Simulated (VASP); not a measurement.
Rh: single point with PBE

The system is Rh.

```
Rh
1.0
     0.00000    1.91468    1.91468
     1.91468    0.00000    1.91468
     1.91468    1.91468    0.00000
Rh
1
Direct
  0.00000 0.00000 0.00000
```

* Program: VASP 6.6.1
* Task: single point
* Functional: PBE
* Potentials or basis: VASP PAW PBE potentials, release 64 (Rh_pv)
* Cutoff: 520 eV
* k mesh: 24 × 24 × 24
* Occupations: methfessel-paxton, width 0.1 eV
* Spin: no spin polarisation
* Dipole correction: no
* Further INCAR settings: ALGO = Normal; EDIFF = 1e-06; NBANDS = 14

```
Pressure               : 0.2 GPa
Band gap on the k mesh : zero (an odd number of electrons rules out a gap without spin polarisation)
```

Levels at points of the mesh, in eV from the Fermi level:
| k point | band 4 | band 5 | band 6 | band 7 | band 8 | band 9 | band 10 | band 11 |
| --- | --- | --- | --- | --- | --- | --- | --- | --- |
| (0.00, 0.00, 0.00) | -7.80 | -2.98 | -2.98 | -2.98 | -0.96 | -0.96 | 16.01 | 20.58 |
| (0.50, 0.00, 0.00) | -5.94 | -3.05 | -3.05 | 0.54 | 0.54 | 0.76 | 8.43 | 15.51 |
| (0.50, 0.50, 0.00) | -6.12 | -5.76 | 0.52 | 0.95 | 0.95 | 3.24 | 12.01 | 13.20 |

Wall time 22 s on 1 thread of Intel(R) Xeon(R) 6975P-C (Granite Rapids) (shared host), peak memory 0.18 GiB.
